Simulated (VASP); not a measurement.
# Mn (Fm-3m) in VASP: further runs

Mn is run at these levels: r2SCAN; tasks: single point.

Everything below comes from runs of VASP 6.6.1. Logs are shortened: lines on timing, memory, paths and dates and some standing lists are left out, and cuts for length are marked.

### Step 1. The cell of the first run

It takes space group Fm-3m (No. 225, cubic). The conventional cell has a = 3.792 Å, b = 3.792 Å, c = 3.792 Å, α = 90.00°, β = 90.00°, γ = 90.00°. Mn (site symmetry m-3m) has 12 Mn at 2.68 Å within 3.5 Å.

This isn't the form of Mn at room conditions, which is a 58-atom cubic cell.

### Step 2. Single point, r2SCAN, collinear spin, ferromagnetic start (13.63 Å³/atom)

Contents of POSCAR:

```
Mn
1.0
    0.0000000000      1.8961228575      1.8961228575
    1.8961228575      0.0000000000      1.8961228575
    1.8961228575      1.8961228575      0.0000000000
Mn
1
Direct
    0.0000000000      0.0000000000      0.0000000000
```

Contents of INCAR.step1:

```
SYSTEM = Mn
PREC = Accurate
ENCUT = 520
ISMEAR = -1
SIGMA = 0.05
LREAL = .False.
LASPH = .True.
NELM = 150
ISPIN = 2
MAGMOM = 3.802
LMAXMIX = 4
NBANDS = 16
GGA = PE
ALGO = Normal
EDIFF = 1E-4
LWAVE = .True.
LCHARG = .False.
```

Contents of INCAR.step2:

```
SYSTEM = Mn
PREC = Accurate
ENCUT = 520
EDIFF = 1E-6
ISMEAR = -1
SIGMA = 0.05
LREAL = .False.
LASPH = .True.
NELM = 150
ALGO = Normal
ISIF = 2
LWAVE = .False.
LCHARG = .False.
ISPIN = 2
MAGMOM = 3.802
LORBIT = 11
LMAXMIX = 4
METAGGA = R2SCAN
LMIXTAU = .True.
NBANDS = 16
ISTART = 1
```

Contents of KPOINTS:

```
regular mesh
0
Gamma
  15 15 15
  0 0 0
```

Potentials or basis: VASP PAW PBE potentials, release 64 (Mn_pv).

The run is started by

```console
$ cat potpaw_PBE.64/Mn_pv/POTCAR > POTCAR
$ cp INCAR.step1 INCAR
$ mpirun -np 1 vasp_std > vasp.out
$ cp INCAR.step2 INCAR
$ mpirun -np 1 vasp_std > vasp.out
```

OUTCAR:

```text
SYSTEM = Mn
   PREC = Accurate
   ENCUT = 520
   EDIFF = 1E-6
   ISMEAR = -1
   LREAL = .False.
   LASPH = .True.
   NELM = 150
   ISIF = 2
   ISPIN = 2
   LORBIT = 11
   METAGGA = R2SCAN
   ISTART = 1

 ion  position               nearest neighbor table
   1  0.000  0.000  0.000-

  LATTYP: Found a face centered cubic cell.
 ALAT       =     3.7922457150

  Lattice vectors:

 A1 = (   0.0000000000,   1.8961228575,   1.8961228575)
 A2 = (   1.8961228575,   0.0000000000,   1.8961228575)
 A3 = (   1.8961228575,   1.8961228575,   0.0000000000)

Analysis of symmetry for initial positions (statically):
=====================================================================
 Subroutine PRICEL returns:
 Original cell was already a primitive cell.

 Routine SETGRP: Setting up the symmetry group for a
 face centered cubic supercell.

 Subroutine GETGRP returns: Found 48 space group operations
 (whereof 48 operations were pure point group operations)
 out of a pool of 48 trial point group operations.

The static configuration has the point symmetry O_h .

Analysis of symmetry for dynamics (positions and initial velocities):
=====================================================================
 Subroutine PRICEL returns:
 Original cell was already a primitive cell.

 Routine SETGRP: Setting up the symmetry group for a
 face centered cubic supercell.

 Subroutine GETGRP returns: Found 48 space group operations
 (whereof 48 operations were pure point group operations)
 out of a pool of 48 trial point group operations.

The dynamic configuration has the point symmetry O_h .

Analysis of structural, dynamic, and magnetic symmetry:
=====================================================================
 Subroutine PRICEL returns:
 Original cell was already a primitive cell.

 Routine SETGRP: Setting up the symmetry group for a
 face centered cubic supercell.

 Subroutine GETGRP returns: Found 48 space group operations
 (whereof 48 operations were pure point group operations)
 out of a pool of 48 trial point group operations.

The overall configuration has the point symmetry O_h .

 Subroutine INISYM returns: Found 48 space group operations
 (whereof 48 operations are pure point group operations),
 and found     1 'primitive' translations

----------------------------------------------------------------------------------------

                                     Primitive cell

  volume of cell :      13.6342

  direct lattice vectors                    reciprocal lattice vectors
     0.000000000  1.896122857  1.896122857    -0.263695993  0.263695993  0.263695993
     1.896122857  0.000000000  1.896122857     0.263695993 -0.263695993  0.263695993
     1.896122857  1.896122857  0.000000000     0.263695993  0.263695993 -0.263695993

  length of vectors
     2.681522661  2.681522661  2.681522661     0.456734858  0.456734858  0.456734858

  position of ions in fractional coordinates (direct lattice)
     0.000000000  0.000000000  0.000000000

  ion indices of the primitive-cell ions
   primitive index   ion index
                 1           1

----------------------------------------------------------------------------------------

 KPOINTS: regular mesh

Automatic generation of k-mesh.
 Grid dimensions read from file:
 generate k-points for:   15   15   15

 Generating k-lattice:

  Cartesian coordinates                     Fractional coordinates (reciprocal lattice)
    -0.017579733  0.017579733  0.017579733     0.066666667  0.000000000  0.000000000
     0.017579733 -0.017579733  0.017579733     0.000000000  0.066666667  0.000000000
     0.017579733  0.017579733 -0.017579733     0.000000000  0.000000000  0.066666667

  Length of vectors
     0.030448991  0.030448991  0.030448991

  Shift w.r.t. Gamma in fractional coordinates (k-lattice)
     0.000000000  0.000000000  0.000000000

 Subroutine IBZKPT returns following result:
 ===========================================

 Found    120 irreducible k-points:

 Following reciprocal coordinates:
            Coordinates               Weight
  0.000000  0.000000  0.000000      1.000000
  0.066667  0.000000  0.000000      8.000000
  0.133333  0.000000  0.000000      8.000000
  0.200000  0.000000  0.000000      8.000000
  0.266667  0.000000  0.000000      8.000000
  0.333333  0.000000  0.000000      8.000000
[... 16 lines left out ...]
  0.133333  0.133333  0.000000      6.000000
  0.200000  0.133333  0.000000     24.000000
 [... further k-points ...]
   k-points           NKPTS =    120   k-points in BZ     NKDIM =    120   number of bands    NBANDS=     16
   number of dos      NEDOS =    301   number of ions     NIONS =      1
   total plane-waves  NPLWV =   8000
   dimension x,y,z NGX =    20 NGY =   20 NGZ =   20
   dimension x,y,z NGXF=    40 NGYF=   40 NGZF=   40
   ions per type =               1
   NGX,Y,Z   is equivalent  to a cutoff of  12.40, 12.40, 12.40 a.u.
[... 71 lines left out ...]
      3     -43.2828      1.00000
      4      -0.3863      1.00000
      5       5.4507      1.00000
      6       5.4507      1.00000
[... 8 lines left out ...]
     15      35.3344      0.00000
     16      35.3344      0.00000

 k-point     2 :       0.0667    0.0000    0.0000
  band No.  band energies     occupation
      1     -43.2980      1.00000
      2     -43.2850      1.00000
      3     -43.2849      1.00000
      4      -0.2259      1.00000
      5       5.4000      1.00000
      6       5.4930      1.00000
[... 8 lines left out ...]
     15      35.5896      0.00000
     16      35.5896      0.00000

 k-point     3 :       0.1333    0.0000    0.0000
  band No.  band energies     occupation
      1     -43.3404      1.00000
      2     -43.2909      1.00000
      3     -43.2908      1.00000
      4       0.2412      1.00000
      5       5.2717      1.00000
      6       5.5920      1.00000
[... 8 lines left out ...]
     15      35.6473      0.00000
     16      36.0191      0.00000
[... 362 lines left out ...]
 k-point    23 :       0.1333    0.1333    0.0000
  band No.  band energies     occupation
      1     -43.3386      1.00000
      2     -43.3039      1.00000
      3     -43.3038      1.00000
      4       0.4472      1.00000
      5       5.0969      1.00000
      6       5.7341      1.00000
[... 8 lines left out ...]
     15      36.7505      0.00000
     16      37.6765      0.00000

 k-point    24 :       0.2000    0.1333    0.0000
  band No.  band energies     occupation
      1     -43.3792      1.00000
      2     -43.3145      1.00000
      3     -43.3117      1.00000
      4       0.9811      1.00000
      5       4.9266      1.00000
      6       5.8083      1.00000
[... 8 lines left out ...]
     15      35.2573      0.00000
     16      37.4079      0.00000

 [... further k-points ...]

 spin component 2

 k-point     1 :       0.0000    0.0000    0.0000
  band No.  band energies     occupation
      1     -38.1949      1.00000
      2     -38.1949      1.00000
      3     -38.1944      1.00000
      4      -0.1445      1.00000
      5       9.8757      0.00000
      6       9.8758      0.00000
[... 8 lines left out ...]
     15      37.6002      0.00000
     16      37.6005      0.00000

 k-point     2 :       0.0667    0.0000    0.0000
  band No.  band energies     occupation
      1     -38.2135      1.00000
      2     -38.1972      1.00000
      3     -38.1969      1.00000
      4       0.0226      1.00000
      5       9.7748      0.00000
      6       9.9257      0.00000
[... 8 lines left out ...]
     15      37.7443      0.00000
     16      37.7445      0.00000

 k-point     3 :       0.1333    0.0000    0.0000
  band No.  band energies     occupation
      1     -38.2663      1.00000
      2     -38.2039      1.00000
      3     -38.2036      1.00000
      4       0.5142      1.00000
      5       9.4987      0.00000
      6      10.0480      0.00000
[... 8 lines left out ...]
     15      37.9497      0.00000
     16      37.9499      0.00000
[... 362 lines left out ...]
 k-point    23 :       0.1333    0.1333    0.0000
  band No.  band energies     occupation
      1     -38.2643      1.00000
      2     -38.2195      1.00000
      3     -38.2192      1.00000
      4       0.7281      1.00000
      5       9.3153      0.00000
      6      10.1868      0.00000
[... 8 lines left out ...]
     15      39.3537      0.00000
     16      39.6893      0.00000

 k-point    24 :       0.2000    0.1333    0.0000
  band No.  band energies     occupation
      1     -38.3144      1.00000
      2     -38.2318      1.00000
      3     -38.2287      1.00000
      4       1.3006      1.00000
      5       9.0213      0.00000
      6      10.2970      0.00000
[... 8 lines left out ...]
     15      39.2557      0.00000
     16      39.9592      0.00000

 [... further k-points ...]

------------------------ aborting loop because EDIFF is reached ----------------------------------------

  FORCE on cell =-STRESS in cart. coord.  units (eV):
  Direction    XX          YY          ZZ          XY          YZ          ZX
  --------------------------------------------------------------------------------------
  -------------------------------------------------------------------------------------
  Total        1.1798894      1.1798894      1.1798894     -0.0000000     -0.0000000      0.0000000
  in kB      138.6508289    138.6508289    138.6508289     -0.0000000     -0.0000000      0.0000000
  external PRESSURE =     138.6508289 kB  Pullay stress =       0.0000000 kB

 VOLUME and BASIS-vectors are now :
 -----------------------------------------------------------------------------
  energy-cutoff  :      520.00
  volume of cell :       13.63
      direct lattice vectors                 reciprocal lattice vectors
     0.000000000  1.896122857  1.896122857    -0.263695993  0.263695993  0.263695993
     1.896122857  0.000000000  1.896122857     0.263695993 -0.263695993  0.263695993
     1.896122857  1.896122857  0.000000000     0.263695993  0.263695993 -0.263695993

 POSITION                                       TOTAL-FORCE (eV/Angst)
 -----------------------------------------------------------------------------------
      0.00000      0.00000      0.00000        -0.000000     -0.000000     -0.000000
 -----------------------------------------------------------------------------------
    total drift:                                0.000000      0.000000      0.000000

  FREE ENERGIE OF THE ION-ELECTRON SYSTEM (eV)
  ---------------------------------------------------
  free  energy   TOTEN  =       -14.5152209350 eV

  energy  without entropy=      -14.5093588829  energy(sigma->0) =      -14.51228991

 total charge

# of ion       s       p       d       tot
------------------------------------------
    1        0.388   6.277   5.004  11.670

 magnetization (x)

# of ion       s       p       d       tot
------------------------------------------
    1       -0.018  -0.005   3.599   3.576
```

Run time: 2 min. Hardware: 1 thread of Intel Xeon 6975P-C (Granite Rapids), shared host; peak memory 0.16 GiB.

What came out:

* Free energy: -14.5152 eV
* Pressure: 13.9 GPa
* Net moment: 3.64 μB per cell
* Site moments: Mn +3.58 μB
* Valence electrons inside the program's atomic spheres: Mn 11.67

Levels at points of the mesh, in eV from the Fermi level:
Spin up:
```csv
k point,band 6,band 7,band 8,band 9,band 10,band 11
"(0.00, 0.00, 0.00)",-2.55,-2.55,-1.48,-1.48,19.51,23.83
```
Spin down:
```tsv
k point	band 3	band 4	band 5	band 6	band 7	band 8
(0.00, 0.00, 0.00)	-46.20	-8.15	1.87	1.87	1.87	3.61
```

Caveat: the cell stands under pressure; the PAW data sets were made with another functional, which shifts forces and pressure a little.

### Step 3. Single point, r2SCAN, collinear spin, ferromagnetic start (14.25 Å³/atom)

This run uses another cell than the first one, of 14.25 Å³/atom.

Contents of POSCAR:

```
Mn
1.0
    0.0000000000      1.9244273716      1.9244273716
    1.9244273716      0.0000000000      1.9244273716
    1.9244273716      1.9244273716      0.0000000000
Mn
1
Direct
    0.0000000000      0.0000000000      0.0000000000
```

Contents of INCAR.step1:

```
SYSTEM = Mn
ALGO     = Normal         ! electronic algorithm
EDIFF    = 1E-4           ! SCF threshold, eV
ENCUT    = 520            ! plane-wave cutoff, eV
GGA      = PE             ! functional
ISMEAR   = -1             ! smearing method
ISPIN    = 2              ! spin polarisation
LASPH    = .TRUE.         ! aspherical terms in the spheres
LCHARG   = .FALSE.        ! write CHGCAR
LMAXMIX  = 4              ! l up to which the mixer works
LREAL    = .FALSE.        ! projectors in reciprocal space
LWAVE    = .TRUE.         ! write WAVECAR
MAGMOM   = 3.802          ! initial moments
NBANDS   = 16             ! bands
NELM     = 150            ! most SCF steps
PREC     = Accurate       ! precision mode
SIGMA    = 0.05           ! smearing width, eV
```

Contents of INCAR.step2:

```
SYSTEM = Mn
ALGO     = Normal         ! electronic algorithm
EDIFF    = 1E-6           ! SCF threshold, eV
ENCUT    = 520            ! plane-wave cutoff, eV
ISIF     = 2              ! what is computed and relaxed
ISMEAR   = -1             ! smearing method
ISPIN    = 2              ! spin polarisation
ISTART   = 1            
LASPH    = .TRUE.         ! aspherical terms in the spheres
LCHARG   = .FALSE.        ! write CHGCAR
LMAXMIX  = 4              ! l up to which the mixer works
LMIXTAU  = .TRUE.       
LORBIT   = 11             ! projections on sites
LREAL    = .FALSE.        ! projectors in reciprocal space
LWAVE    = .FALSE.        ! write WAVECAR
MAGMOM   = 3.802          ! initial moments
METAGGA  = R2SCAN         ! meta-GGA
NBANDS   = 16             ! bands
NELM     = 150            ! most SCF steps
PREC     = Accurate       ! precision mode
SIGMA    = 0.05           ! smearing width, eV
```

Contents of KPOINTS:

```
k-points
0
G
  15 15 15
  0 0 0
```

Potentials or basis: VASP PAW PBE potentials, release 64 (Mn_pv).

The run is started by

```console
$ cat potpaw_PBE.64/Mn_pv/POTCAR > POTCAR
$ cp INCAR.step1 INCAR
$ mpirun -np 1 vasp_std > vasp.out
$ cp INCAR.step2 INCAR
$ mpirun -np 1 vasp_std > vasp.out
```

Run time: 90 s. Hardware: 1 thread of Intel Xeon 6975P-C (Granite Rapids), shared host; peak memory 0.16 GiB.

Results (log left out):

| Quantity | Value |
| --- | --- |
| Free energy | -14.5558 eV |
| Pressure | 7.1 GPa |
| Net moment | 3.69 μB per cell |
| Site moments | Mn +3.62 μB |
| Valence electrons inside the program's atomic spheres | Mn 11.61 |

Levels at points of the mesh, in eV from the Fermi level:
Spin up:
| k point | band 6 | band 7 | band 8 | band 9 | band 10 | band 11 |
| --- | --- | --- | --- | --- | --- | --- |
| (0.00, 0.00, 0.00) | -2.63 | -2.63 | -1.63 | -1.63 | 19.14 | 23.15 |
Spin down:
```csv
k point,band 2,band 3,band 4,band 5,band 6,band 7,band 8,band 9
"(0.00, 0.00, 0.00)",-46.28,-46.28,-8.05,1.85,1.85,1.85,3.51,3.51
```

Caveat: the cell stands under pressure; the PAW data sets were made with another functional, which shifts forces and pressure a little.

### Step 4. Single point, r2SCAN, collinear spin, ferromagnetic start (14.87 Å³/atom)

This run uses another cell than the first one, of 14.87 Å³/atom.

Contents of POSCAR:

```
Mn
1.0
    0.0000000000      1.9519229060      1.9519229060
    1.9519229060      0.0000000000      1.9519229060
    1.9519229060      1.9519229060      0.0000000000
Mn
1
Direct
    0.0000000000      0.0000000000      0.0000000000
```

Contents of INCAR.step1:

```
PREC = Accurate ; ENCUT = 520
ISMEAR = -1 ; SIGMA = 0.05
LREAL = False ; LASPH = True
NELM = 150 ; ISPIN = 2
MAGMOM = 3.802 ; LMAXMIX = 4
NBANDS = 16 ; GGA = PE
ALGO = Normal ; EDIFF = 1E-4
LWAVE = True ; LCHARG = False
```

Contents of INCAR.step2:

```
PREC = Accurate ; ENCUT = 520
EDIFF = 1E-7 ; ISMEAR = -1
SIGMA = 0.05 ; LREAL = False
LASPH = True ; NELM = 150
ALGO = Normal ; ISIF = 2
LWAVE = False ; LCHARG = False
ISPIN = 2 ; MAGMOM = 3.802
LORBIT = 11 ; LMAXMIX = 4
METAGGA = R2SCAN ; LMIXTAU = True
NBANDS = 16 ; ISTART = 1
```

Contents of KPOINTS:

```
regular mesh
0
Gamma
  15 15 15
```

The run is started by

```console
$ cat potpaw_PBE.64/Mn_pv/POTCAR > POTCAR
$ cp INCAR.step1 INCAR
$ mpirun -np 1 vasp_std > vasp.out
$ cp INCAR.step2 INCAR
$ mpirun -np 1 vasp_std > vasp.out
```

Run time: 1.7 min. Hardware: 1 thread of Intel Xeon 6975P-C (Granite Rapids), shared host; peak memory 0.18 GiB.

It converged, with:

```
Free energy                                           : -14.5741 eV
Pressure                                              : 2.7 GPa
Net moment                                            : 3.74 μB per cell
Site moments                                          : Mn +3.68 μB
Valence electrons inside the program's atomic spheres : Mn 11.57
```

Levels at points of the mesh, in eV from the Fermi level:
Spin up:
| k point | band 4 | band 5 | band 6 | band 7 | band 8 | band 9 | band 10 | band 11 | band 12 | band 13 |
| --- | --- | --- | --- | --- | --- | --- | --- | --- | --- | --- |
| (0.00, 0.00, 0.00) | -8.13 | -2.69 | -2.69 | -2.69 | -1.76 | -1.76 | 18.78 | 22.50 | 22.50 | 22.50 |
Spin down:
| k point | band 3 | band 4 | band 5 | band 6 | band 7 | band 8 |
| --- | --- | --- | --- | --- | --- | --- |
| (0.00, 0.00, 0.00) | -46.34 | -7.94 | 1.86 | 1.86 | 1.86 | 3.43 |

Caveat: the PAW data sets were made with another functional, which shifts forces and pressure a little.

### Step 5. Summary

| cell | gap on the mesh (eV) | pressure (GPa) | moment (μB) |
| --- | --- | --- | --- |
| a = 2.682 Å, angles 60.0°, 1 atom | none | 13.9 | 3.64 |
| a = 2.722 Å, angles 60.0°, 1 atom | none | 7.1 | 3.69 |
| a = 2.760 Å, angles 60.0°, 1 atom | none | 2.7 | 3.74 |

Alike in all rows: task single point; level r2SCAN; potentials or basis VASP PAW PBE potentials, release 64 (Mn_pv); spin collinear, ferromagnetic start; k mesh 15 × 15 × 15; cutoff (eV) 520; smearing fermi-dirac 0.05 eV.

Caveats: the PAW data sets were made with another functional, which shifts forces and pressure a little; the cell stands under pressure (at least some runs).

Total energies depend on the potentials used, so only differences within one code and one set of settings carry meaning.
